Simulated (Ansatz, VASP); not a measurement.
# One calculation of P, two programs

File INCAR:

```
SYSTEM = P
ALGO     = Normal         ! electronic algorithm
EDIFF    = 1E-7           ! SCF threshold, eV
EDIFFG   = -0.01          ! ionic threshold
ENCUT    = 600            ! plane-wave cutoff, eV
GGA      = CA             ! functional
IBRION   = 2              ! ionic algorithm
ISIF     = 3              ! what is computed and relaxed
ISMEAR   = -1             ! smearing method
LASPH    = .True.         ! aspherical terms in the spheres
LCHARG   = .False.        ! write CHGCAR
LREAL    = .False.        ! projectors in reciprocal space
LWAVE    = .False.        ! write WAVECAR
NELM     = 80             ! most SCF steps
NSW      = 80             ! ionic steps
PREC     = Accurate       ! precision mode
SIGMA    = 0.1            ! smearing width, eV
```

File KPOINTS:

```
k-points
0
Gamma
  12 12 12
  0 0 0
```

Contents of POSCAR:

```
P
1.0
    2.5427581381      0.0000000000      0.0000000000
    0.0000000000      2.5427581381      0.0000000000
    0.0000000000      0.0000000000      2.5427581381
P
1
Direct
    0.0000000000      0.0000000000      0.0000000000
```

Input for Ansatz:

```yaml
crystal:
  lattice:
    - [2.5427581381, 0.0, 0.0]
    - [0.0, 2.5427581381, 0.0]
    - [0.0, 0.0, 2.5427581381]
  atoms:
    - { symbol: P, position: [0.0, 0.0, 0.0] }
hamiltonian:
  xc: lda
  pseudopotentials:
    kind: paw
    azcp:
      P: "pseudopotentials/P.paw.azcp"
basis:
  ecutwfc: 420
  fft_grid_basis: typed
kpoints:
  mp_grid: { grid: [12, 12, 12], shift: [0, 0, 0] }
magnetization:
  spin_polarized: false
scf:
  occupations: { method: fermi_dirac, width: 0.1 }
relax:
  max_steps: 60
  f_tol: 0.01
  cell: {}
```

Alike in both runs: task relaxation of cell and atoms; functional LDA; k mesh 12 × 12 × 12; occupations fermi-dirac, width 0.1 eV; no spin polarisation.

```csv
,VASP,Ansatz
version,VASP 6.6.1,Ansatz 0.2.0
potentials or method,"VASP PAW LDA potentials, release 64 (P), cutoff 600 eV","plane waves (420 eV) with PAW, scalar-relativistic"
valence electrons in the cell,5,5
```

|  | VASP | Ansatz | Ansatz less VASP |
| --- | --- | --- | --- |
| relaxed volume (Å³/atom) | 13.93 | 13.95 | +0.026 |
| relaxed cell length with the largest relative difference (Å) | 2.406 | 2.407 | +0.0015 |

Ansatz warns that its potentials were made for another functional, while VASP's fit it. LDA's correlation is that of Perdew and Zunger in VASP and of Perdew and Wang (1992) in Ansatz.

Noted on VASP's run: the volume moved by over 15 % at a fixed basis, so the end points are rough.
